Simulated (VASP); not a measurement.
# PbO in VASP: settings compared

PbO is run at these levels: PBE, r2SCAN; tasks: single point.

Everything below comes from runs of VASP 6.6.1. Logs are shortened: lines on timing, memory, paths and dates and some standing lists are left out, and cuts for length are marked.

### 1 The cell of the first run

It takes space group R-3m (No. 166, trigonal). The conventional cell has a = 3.686 Å, b = 3.686 Å, c = 8.909 Å, α = 90.00°, β = 90.00°, γ = 120.00°. Within 3.4 Å of Pb (site symmetry -3m) lie 6 O at 2.60 Å. O (site symmetry -3m) has 6 Pb at 2.60 Å within 3.4 Å.

### 2 Single point, PBE (strain along [111] -1.3%)

File INCAR:

```
PREC = Accurate
ENCUT = 520
EDIFF = 1E-6
ISMEAR = -1
SIGMA = 0.02
LREAL = False
LASPH = True
NELM = 60
ALGO = Normal
ISIF = 2
LWAVE = False
LCHARG = False
GGA = PE
NBANDS = 17
```

File KPOINTS:

```
Automatic mesh
0
Gamma
  8 8 8
```

File POSCAR:

```
PbO
1.0
   -0.0231111218      2.5834063750      2.5834063750
    2.5834063750     -0.0231111218      2.5834063750
    2.5834063750      2.5834063750     -0.0231111218
Pb O
1 1
Direct
    0.0000000000      0.0000000000      0.0000000000
    0.5000000000      0.5000000000      0.5000000000
```

Potentials or basis: VASP PAW PBE potentials, release 64 (Pb_d, O).

On the command line:

```sh
cat potpaw_PBE.64/Pb_d/POTCAR potpaw_PBE.64/O/POTCAR > POTCAR
mpirun -np 1 vasp_std > vasp.out
```

OUTCAR:

```text
PREC = Accurate
   ENCUT = 520
   EDIFF = 1E-6
   ISMEAR = -1
   LREAL = False
   LASPH = True
   NELM = 60
   ISIF = 2
   GGA = PE

 ion  position               nearest neighbor table
   1  0.000  0.000  0.000-   2 2.60   2 2.60   2 2.60   2 2.60   2 2.60   2 2.60
   2  0.500  0.500  0.500-   1 2.60   1 2.60   1 2.60   1 2.60   1 2.60   1 2.60

  LATTYP: Found a trigonal (rhomboedric) cell.
 ALAT       =     3.6535614297
 COS(alpha) =     0.4910343633

  Lattice vectors:

 A1 = (  -0.0231111218,   2.5834063750,   2.5834063750)
 A2 = (   2.5834063750,  -0.0231111218,   2.5834063750)
 A3 = (   2.5834063750,   2.5834063750,  -0.0231111218)

Analysis of symmetry for initial positions (statically):
=====================================================================
 Subroutine PRICEL returns:
 Original cell was already a primitive cell.

 Routine SETGRP: Setting up the symmetry group for a
 trigonal (rhombohedral) supercell.

 Subroutine GETGRP returns: Found 12 space group operations
 (whereof 12 operations were pure point group operations)
 out of a pool of 12 trial point group operations.

The static configuration has the point symmetry D_3d.

Analysis of symmetry for dynamics (positions and initial velocities):
=====================================================================
 Subroutine PRICEL returns:
 Original cell was already a primitive cell.

 Routine SETGRP: Setting up the symmetry group for a
 trigonal (rhombohedral) supercell.

 Subroutine GETGRP returns: Found 12 space group operations
 (whereof 12 operations were pure point group operations)
 out of a pool of 12 trial point group operations.

The dynamic configuration has the point symmetry D_3d.

 Subroutine INISYM returns: Found 12 space group operations
 (whereof 12 operations are pure point group operations),
 and found     1 'primitive' translations

----------------------------------------------------------------------------------------

                                     Primitive cell

  volume of cell :      34.9460

  direct lattice vectors                    reciprocal lattice vectors
    -0.023111122  2.583406375  2.583406375    -0.190964939  0.192688730  0.192688730
     2.583406375 -0.023111122  2.583406375     0.192688730 -0.190964939  0.192688730
     2.583406375  2.583406375 -0.023111122     0.192688730  0.192688730 -0.190964939

  length of vectors
     3.653561430  3.653561430  3.653561430     0.332754416  0.332754416  0.332754416

  position of ions in fractional coordinates (direct lattice)
     0.000000000  0.000000000  0.000000000
     0.500000000  0.500000000  0.500000000

  ion indices of the primitive-cell ions
   primitive index   ion index
                 1           1
                 2           2

----------------------------------------------------------------------------------------

 KPOINTS: Automatic mesh

Automatic generation of k-mesh.
 Grid dimensions read from file:
 generate k-points for:    8    8    8

 Generating k-lattice:

  Cartesian coordinates                     Fractional coordinates (reciprocal lattice)
    -0.023870617  0.024086091  0.024086091     0.125000000  0.000000000  0.000000000
     0.024086091 -0.023870617  0.024086091     0.000000000  0.125000000  0.000000000
     0.024086091  0.024086091 -0.023870617     0.000000000  0.000000000  0.125000000

  Length of vectors
     0.041594302  0.041594302  0.041594302

  Shift w.r.t. Gamma in fractional coordinates (k-lattice)
     0.000000000  0.000000000  0.000000000

 Subroutine IBZKPT returns following result:
 ===========================================

 Found     65 irreducible k-points:

 Following reciprocal coordinates:
            Coordinates               Weight
  0.000000  0.000000  0.000000      1.000000
  0.125000 -0.000000 -0.000000      6.000000
  0.250000 -0.000000 -0.000000      6.000000
  0.375000  0.000000  0.000000      6.000000
  0.500000 -0.000000 -0.000000      3.000000
  0.125000  0.125000 -0.000000      6.000000
[... 16 lines left out ...]
  0.250000  0.125000  0.125000      6.000000
  0.375000  0.125000  0.125000      6.000000
 [... further k-points ...]
   k-points           NKPTS =     65   k-points in BZ     NKDIM =     65   number of bands    NBANDS=     17
   number of dos      NEDOS =    301   number of ions     NIONS =      2
   total plane-waves  NPLWV =  21952
   dimension x,y,z NGX =    28 NGY =   28 NGZ =   28
   dimension x,y,z NGXF=    56 NGYF=   56 NGZF=   56
   ions per type =               1   1
   NGX,Y,Z   is equivalent  to a cutoff of  12.74, 12.74, 12.74 a.u.
   NGXF,Y,Z  is equivalent  to a cutoff of  25.48, 25.48, 25.48 a.u.
 SYSTEM =  unknown system
   PREC   = accura    normal or accurate (medium, high low for compatibility)
   ISTART =      0    job   : 0-new  1-cont  2-samecut
   ICHARG =      2    charge: 1-file 2-atom 10-const
   ISPIN  =      1    spin polarized calculation?
   LNONCOLLINEAR =      F non collinear calculations
   LSORBIT =      F    spin-orbit coupling
   LASPH  =      T    aspherical Exc in radial PAW
   ENCUT  =  520.0 eV  38.22 Ry    6.18 a.u.   6.79  6.79  6.79*2*pi/ulx,y,z
   NELM   =     60;   NELMIN=  2; NELMDL= -5     # of ELM steps
   EDIFF  = 0.1E-05   stopping-criterion for ELM
   LREAL  =      F    real-space projection
   EDIFFG = 0.1E-04   stopping-criterion for IOM
   NSW    =      0    number of steps for IOM
   IBRION =     -1    ionic relax: 0-MD 1-quasi-New 2-CG
   NFREE  =      0    steps in history (QN), initial steepest desc. (CG)
   ISIF   =      2    stress and relaxation
   ISYM   =      2    0-nonsym 1-usesym 2-fastsym
   POTIM  = 0.5000    time-step for ionic-motion
   TEBEG  =    0.0;   TEEND  =   0.0 temperature during run
   PSTRESS=    0.0 pullay stress
   NELECT =      20.0000    total number of electrons
   NUPDOWN=      -1.0000    fix difference up-down
   EMIN   =  10.00;   EMAX   =-10.00  energy-range for DOS
   EFERMI =   0.00;   METHOD = LEGACY
   ISMEAR =    -1;   SIGMA  =   0.02  broadening in eV -4-tet -1-fermi 0-gaus
   EFERMI_NEDOS =   21; number of points for ismear=-14 and -15
   IALGO  =     38    algorithm
   IMIX   =      4    mixing-type and parameters
     AMIX     =   0.40;   BMIX     =  1.00
     AMIX_MAG =   1.60;   BMIX_MAG =  1.00
  volume/ion in A,a.u.               =      17.47       117.91
  Fermi-wavevector in a.u.,A,eV,Ry     =   1.359208  2.568530 25.136021  1.847445
  Thomas-Fermi vector in A             =   2.485975
   LORBIT       =      0    0 simple, 1 ext, 2 COOP (PROOUT), +10 PAW based schemes
   GGA     = PE    functional components
   LHFCALC =     F    Hartree Fock is set to
   AEXX    =    0.0000 exact exchange contribution
   IVDW    =     0    specifies the selected vdW correction
   LEPSILON=     F    determine dielectric tensor
   LRPA    =     F    only Hartree local field effects (RPA)
 non-spin polarized calculation
  energy-cutoff  :      520.00
  volume of cell :       34.95
 maximum number of plane-waves:       952
   NGX = 13   NGY = 13   NGZ = 13

 number of electron      19.9999998 magnetization

 Free energy of the ion-electron system (eV)
  ---------------------------------------------------
  ext. energy  EPLUGINS =         0.00000000
  ---------------------------------------------------
  free energy    TOTEN  =       -10.36670580 eV

  energy without entropy =      -10.36670580  energy(sigma->0) =      -10.36670580

 E-fermi :   6.9791     XC(G=0): -10.7414

 val. band max:        6.6672557133   @ k =   0.5000  -0.0000  -0.0000
 cond. band min:       7.2485497861   @ k =   0.5000   0.5000   0.5000
 fundamental gap:      0.5812940728
 Fermi energy:         6.9790836596

 k-point     1 :       0.0000    0.0000    0.0000
  band No.  band energies     occupation
      1     -11.0371      2.00000
      2      -9.6309      2.00000
      3      -9.6309      2.00000
      4      -9.6279      2.00000
      5      -9.4990      2.00000
      6      -9.4990      2.00000
[... 9 lines left out ...]
     16      18.1723      0.00000
     17      18.4484      0.00000

 k-point     2 :       0.1250   -0.0000   -0.0000
  band No.  band energies     occupation
      1     -10.9472      2.00000
      2      -9.6308      2.00000
      3      -9.6201      2.00000
      4      -9.6143      2.00000
      5      -9.5049      2.00000
      6      -9.5038      2.00000
[... 9 lines left out ...]
     16      18.9372      0.00000
     17      20.2601      0.00000

 k-point     3 :       0.2500   -0.0000   -0.0000
  band No.  band energies     occupation
      1     -10.7197      2.00000
      2      -9.6339      2.00000
      3      -9.6146      2.00000
      4      -9.6016      2.00000
      5      -9.4969      2.00000
      6      -9.4940      2.00000
[... 9 lines left out ...]
     16      19.9710      0.00000
     17      21.8704      0.00000

 k-point     4 :       0.3750    0.0000    0.0000
  band No.  band energies     occupation
      1     -10.4729      2.00000
      2      -9.6428      2.00000
      3      -9.6334      2.00000
      4      -9.6170      2.00000
      5      -9.4595      2.00000
      6      -9.4589      2.00000
[... 9 lines left out ...]
     16      21.1901      0.00000
     17      21.5724      0.00000

 k-point     5 :       0.5000   -0.0000   -0.0000
  band No.  band energies     occupation
      1     -10.3628      2.00000
      2      -9.6501      2.00000
      3      -9.6445      2.00000
      4      -9.6270      2.00000
      5      -9.4409      2.00000
      6      -9.4401      2.00000
[... 9 lines left out ...]
     16      21.9016      0.00000
     17      22.1578      0.00000

 k-point     6 :       0.1250    0.1250   -0.0000
  band No.  band energies     occupation
      1     -10.9377      2.00000
      2      -9.6449      2.00000
      3      -9.6027      2.00000
      4      -9.6014      2.00000
      5      -9.5068      2.00000
      6      -9.4869      2.00000
[... 9 lines left out ...]
     16      19.9520      0.00000
     17      20.4012      0.00000

 k-point     7 :       0.2500    0.1250   -0.0000
  band No.  band energies     occupation
      1     -10.8182      2.00000
      2      -9.6510      2.00000
      3      -9.5843      2.00000
      4      -9.5752      2.00000
      5      -9.4733      2.00000
      6      -9.4559      2.00000
[... 9 lines left out ...]
     16      21.1834      0.00000
     17      22.3561      0.00000

 k-point     8 :       0.3750    0.1250    0.0000
  band No.  band energies     occupation
      1     -10.6677      2.00000
      2      -9.6441      2.00000
      3      -9.5874      2.00000
      4      -9.5690      2.00000
      5      -9.4467      2.00000
      6      -9.3552      2.00000
[... 9 lines left out ...]
     16      22.0991      0.00000
     17      22.6117      0.00000
[... 203 lines left out ...]
      1     -11.0920      2.00000
      2      -9.7089      2.00000
      3      -9.4533      2.00000
      4      -9.4485      2.00000
      5      -9.4238      2.00000
      6      -8.5689      2.00000
[... 9 lines left out ...]
     16      23.7404      0.00000
     17      24.8485      0.00000

 k-point    20 :      -0.3750    0.3750    0.0000
  band No.  band energies     occupation
      1     -10.9930      2.00000
      2      -9.6654      2.00000
      3      -9.4877      2.00000
      4      -9.4756      2.00000
      5      -9.4535      2.00000
      6      -8.6440      2.00000
[... 9 lines left out ...]
     16      22.6542      0.00000
     17      23.3431      0.00000

 k-point    21 :       0.5000    0.5000   -0.0000
  band No.  band energies     occupation
      1     -11.1677      2.00000
      2      -9.7315      2.00000
      3      -9.4261      2.00000
      4      -9.4221      2.00000
      5      -9.4159      2.00000
      6      -8.4433      2.00000
[... 9 lines left out ...]
     16      24.6563      0.00000
     17      26.8483      0.00000

 k-point    22 :       0.1250    0.1250    0.1250
  band No.  band energies     occupation
      1     -10.9454      2.00000
      2      -9.6285      2.00000
      3      -9.6147      2.00000
      4      -9.6147      2.00000
      5      -9.5072      2.00000
      6      -9.5072      2.00000
[... 9 lines left out ...]
     16      18.7263      0.00000
     17      20.3947      0.00000

 k-point    23 :       0.2500    0.1250    0.1250
  band No.  band energies     occupation
      1     -10.8313      2.00000
      2      -9.6331      2.00000
      3      -9.5982      2.00000
      4      -9.5951      2.00000
      5      -9.5357      2.00000
      6      -9.4613      2.00000
[... 9 lines left out ...]
     16      19.5782      0.00000
     17      22.8357      0.00000

 k-point    24 :       0.3750    0.1250    0.1250
  band No.  band energies     occupation
      1     -10.6680      2.00000
      2      -9.6292      2.00000
      3      -9.5984      2.00000
      4      -9.5869      2.00000
      5      -9.5197      2.00000
      6      -9.3716      2.00000
[... 9 lines left out ...]
     16      20.3597      0.00000
     17      23.2203      0.00000

 [... further k-points ...]

------------------------ aborting loop because EDIFF is reached ----------------------------------------

  FORCE on cell =-STRESS in cart. coord.  units (eV):
  Direction    XX          YY          ZZ          XY          YZ          ZX
  --------------------------------------------------------------------------------------
  -------------------------------------------------------------------------------------
  Total        0.8699304      0.8699304      0.8699304      0.0554960      0.0554960      0.0554960
  in kB       39.8839369     39.8839369     39.8839369      2.5443414      2.5443414      2.5443414
  external PRESSURE =      39.8839369 kB  Pullay stress =       0.0000000 kB

 VOLUME and BASIS-vectors are now :
 -----------------------------------------------------------------------------
  energy-cutoff  :      520.00
  volume of cell :       34.95
      direct lattice vectors                 reciprocal lattice vectors
    -0.023111122  2.583406375  2.583406375    -0.190964939  0.192688730  0.192688730
     2.583406375 -0.023111122  2.583406375     0.192688730 -0.190964939  0.192688730
     2.583406375  2.583406375 -0.023111122     0.192688730  0.192688730 -0.190964939

 POSITION                                       TOTAL-FORCE (eV/Angst)
 -----------------------------------------------------------------------------------
      0.00000      0.00000      0.00000         0.000000      0.000000      0.000000
      2.57185      2.57185      2.57185        -0.000000     -0.000000     -0.000000
 -----------------------------------------------------------------------------------
    total drift:                                0.000000      0.000000      0.000000

  FREE ENERGIE OF THE ION-ELECTRON SYSTEM (eV)
  ---------------------------------------------------
  free  energy   TOTEN  =       -10.3667058041 eV

  energy  without entropy=      -10.3667057960  energy(sigma->0) =      -10.36670580
```

Wall time 33 s (1 thread of Intel Xeon Platinum 8259CL at 2.50GHz (Skylake/Cascade Lake), shared host); peak memory 0.18 GiB.

What came out:

| Quantity | Value |
| --- | --- |
| Free energy | -10.3667 eV |
| Pressure | 4.0 GPa |
| Band gap on the k mesh | 0.58 eV, indirect (least direct gap 0.60 eV) |

Stress tensor (GPa, compression positive):
```
3.99 0.25 0.25
0.25 3.99 0.25
0.25 0.25 3.99
```

Levels at points of the mesh, in eV from the valence-band top:
| k point | band 7 | band 8 | band 9 | band 10 | band 11 | band 12 | band 13 | band 14 |
| --- | --- | --- | --- | --- | --- | --- | --- | --- |
| (0.00, 0.00, 0.00) | -7.37 | -2.40 | -2.40 | -2.32 | 8.56 | 8.56 | 8.64 | 10.47 |
| (0.50, 0.00, 0.00) | -8.51 | -1.95 | -1.92 | 0.00 | 0.60 | 5.19 | 5.25 | 10.37 |
| (0.50, 0.50, 0.00) | -5.90 | -5.36 | -3.44 | -3.36 | 4.16 | 6.49 | 6.57 | 6.71 |
| (0.50, 0.50, 0.50) | -8.40 | -1.96 | -1.96 | -0.08 | 0.58 | 5.05 | 5.05 | 10.25 |

Caveat: the cell differs from its parent crystal (strain along [111] -1.3%); spin-orbit coupling is left out, which moves the levels of the heavy elements. A k mesh can miss the band edges.

(Continued in part 2 of 2.)
